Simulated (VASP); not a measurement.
# In2O3: single point with LDA

The system is In2O3.

```
In O
1.0
    -5.03321    5.03321    5.03321
     5.03321   -5.03321    5.03321
     5.03321    5.03321   -5.03321
In O
16 24
Direct
  0.50000 0.50000 0.50000
  0.50000 0.00000 0.00000
  0.00000 0.50000 0.00000
  0.00000 0.00000 0.50000
  0.25000 0.71637 0.46637
  0.75000 0.78363 0.03363
  0.46637 0.25000 0.71637
  0.03363 0.75000 0.78363
  0.71637 0.46637 0.25000
  0.78363 0.03363 0.75000
  0.75000 0.28363 0.53363
  0.25000 0.21637 0.96637
  0.53363 0.75000 0.28363
  0.96637 0.25000 0.21637
  0.28363 0.53363 0.75000
  0.21637 0.96637 0.25000
  0.53625 0.77204 0.54446
  0.72758 0.99179 0.95554
  0.96375 0.50821 0.23578
  0.77242 0.72796 0.26422
  0.54446 0.53625 0.77204
  0.95554 0.72758 0.99179
  0.23578 0.96375 0.50821
  0.26422 0.77242 0.72796
  0.77204 0.54446 0.53625
  0.99179 0.95554 0.72758
  0.50821 0.23578 0.96375
  0.72796 0.26422 0.77242
  0.46375 0.22796 0.45554
  0.27242 0.00821 0.04446
  0.03625 0.49179 0.76422
  0.22758 0.27204 0.73578
  0.45554 0.46375 0.22796
  0.04446 0.27242 0.00821
  0.76422 0.03625 0.49179
  0.73578 0.22758 0.27204
  0.22796 0.45554 0.46375
  0.00821 0.04446 0.27242
  0.49179 0.76422 0.03625
  0.27204 0.73578 0.22758
```

```
Program             : VASP 6.6.1
Task                : single point
Functional          : LDA
Potentials or basis : VASP PAW LDA potentials, release 64 (In_d, O)
Cutoff              : 520 eV
k mesh              : 2 × 2 × 2
Occupations         : gaussian, width 0.01 eV
Spin                : no spin polarisation
```

```yaml
Pressure: 0.4 GPa
Largest_force: 0.015 eV/Å
Band_gap_on_the_k_mesh: 1.18 eV
```

Forces on the atoms (eV/Å):
```
In   0.000  0.000  0.000
In   0.000  0.000  0.000
In   0.000  0.000  0.000
In   0.000  0.000  0.000
In  -0.015  0.000  0.000
In   0.015  0.000  0.000
In   0.000 -0.015  0.000
In   0.000  0.015  0.000
In   0.000  0.000 -0.015
In   0.000  0.000  0.015
In   0.015  0.000  0.000
In  -0.015  0.000  0.000
In   0.000  0.015  0.000
In   0.000 -0.015  0.000
In   0.000  0.000  0.015
In   0.000  0.000 -0.015
O    0.008  0.004 -0.004
O   -0.008 -0.004 -0.004
O    0.008 -0.004  0.004
O   -0.008  0.004  0.004
O   -0.004  0.008  0.004
O   -0.004 -0.008 -0.004
O    0.004  0.008 -0.004
O    0.004 -0.008  0.004
O    0.004 -0.004  0.008
O   -0.004 -0.004 -0.008
O   -0.004  0.004  0.008
O    0.004  0.004 -0.008
O   -0.008 -0.004  0.004
O    0.008  0.004  0.004
O   -0.008  0.004 -0.004
O    0.008 -0.004 -0.004
O    0.004 -0.008 -0.004
O    0.004  0.008  0.004
O   -0.004 -0.008  0.004
O   -0.004  0.008 -0.004
O   -0.004  0.004 -0.008
O    0.004  0.004  0.008
O    0.004 -0.004 -0.008
O   -0.004 -0.004  0.008
```

Levels at points of the mesh, in eV from the valence-band top:
```csv
k point,band 172,band 173,band 174,band 175,band 176,band 177,band 178,band 179,band 180,band 181
"(0.00, 0.00, 0.00)",-0.26,-0.26,0.00,0.00,0.00,1.18,5.49,5.49,5.49,5.54
"(0.50, 0.00, 0.00)",-0.23,-0.16,-0.16,-0.04,-0.04,3.26,3.26,5.00,5.00,5.09
"(0.50, 0.50, 0.50)",-0.24,-0.24,-0.24,-0.24,-0.17,4.12,4.12,4.12,4.19,4.19
```

It took 20 min on 1 thread of AMD EPYC 7R43 64-Core Processor (Zen 3) (shared host), peak memory 0.56 GiB.

Caveat: the k points lie up to 0.44 Å⁻¹ apart; spin-orbit coupling is left out, which moves the levels of the heavy elements.
